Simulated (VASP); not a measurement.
Set up this calculation in VASP 6.6.1, as the native input.

- Task: single point
- Functional: PBE
- Potentials or basis: VASP PAW PBE potentials, release 64 (B, Mg, N)
- Cutoff: 520 eV
- k mesh: 1 × 1 × 1, shifted
- Occupations: fermi-dirac, width 0.01 eV
- Spin: no spin polarisation
- Dipole correction: no
- Further INCAR settings: LREAL = Auto; ALGO = Normal; EDIFF = 1e-07; NBANDS = 82

The structure of MgB15N15 (a cell with a defect) (Mg_B-V_N) lies in POSCAR:

```
MgB15N15
1.0
   -3.6241103844      3.6241103844     -3.6241103844
    3.6241103844      3.6241103844      3.6241103844
    3.6241103844     -3.6241103844     -3.6241103844
B Mg N
15 1 15
Direct
   -0.0054315652     -0.0051565760     -0.0216696841
    0.0082216797      0.2542055194      0.7573481480
    0.0082209004      0.5075250713      0.5040240317
   -0.0054330746      0.7285036811      0.2446580816
    0.2539297786      0.0085002721      0.7573459937
    0.2539257709      0.5075267638      0.2583136714
    0.2497869760      0.7516036383      0.0014200960
    0.5072439755      0.0084978320      0.5040217473
    0.5072467768      0.2542067386      0.2583146898
    0.4979436993      0.4982244044      0.0021748727
    0.4979458723      0.7523534517      0.7480390618
    0.7282258173     -0.0051534869      0.2446625832
    0.7513264419      0.2500693409      0.0014213965
    0.7520737666      0.4982195312      0.7480349219
    0.7513272511      0.7516061351      0.4998838857
    0.1832467260      0.1835135079      0.4333582305
   -0.0003886273      0.2505168556      0.0068923423
    0.0076586617      0.5054241829      0.7552389631
   -0.0003842175      0.7570783321      0.5003343938
    0.2502380997     -0.0001116258      0.0068875506
    0.2524919628      0.2527730387      0.7800121823
    0.2524885524      0.5301870847      0.5025821622
    0.2502399219      0.7570735263      0.2497064385
    0.5051498604      0.0079367753      0.7552431011
    0.5299080642      0.2527710803      0.5025812468
    0.5051462106      0.5054267557      0.2577549268
    0.5007941721      0.7510277839      0.0008430246
    0.7567986783     -0.0001097526      0.5003325959
    0.7567995857      0.2505195718      0.2497066613
    0.7507480301      0.5010693516      0.0008435732
    0.7507480111      0.7510265596      0.7508853496
```

One way to write it, as run:

INCAR

```
PREC = Accurate
ENCUT = 520
EDIFF = 1E-7
ISMEAR = -1
SIGMA = 0.01
LREAL = Auto
LASPH = T
NELM = 80
ALGO = Normal
ISIF = 2
LWAVE = F
LCHARG = T
GGA = PE
LELF = T
LVHAR = T
NBANDS = 82
```

KPOINTS

```
Automatic mesh
0
Gamma
  1 1 1
  0.25 0.25 0.25
```

Potentials or basis: VASP PAW PBE potentials, release 64 (B, Mg, N).

Run with:

```console
$ cat potpaw_PBE.64/B/POTCAR potpaw_PBE.64/Mg/POTCAR potpaw_PBE.64/N/POTCAR > POTCAR
$ mpirun -np 1 vasp_std > vasp.out
```

It gave:

* Pressure: 11.7 GPa
* Largest force: 0.015 eV/Å
* Band gap on the k mesh: 4.05 eV

Caveat: the k points lie up to 1.23 Å⁻¹ apart.

It took 39 s on 1 thread of Intel(R) Xeon(R) Platinum 8488C (Sapphire Rapids), with other jobs on the host, peak memory 0.32 GiB.
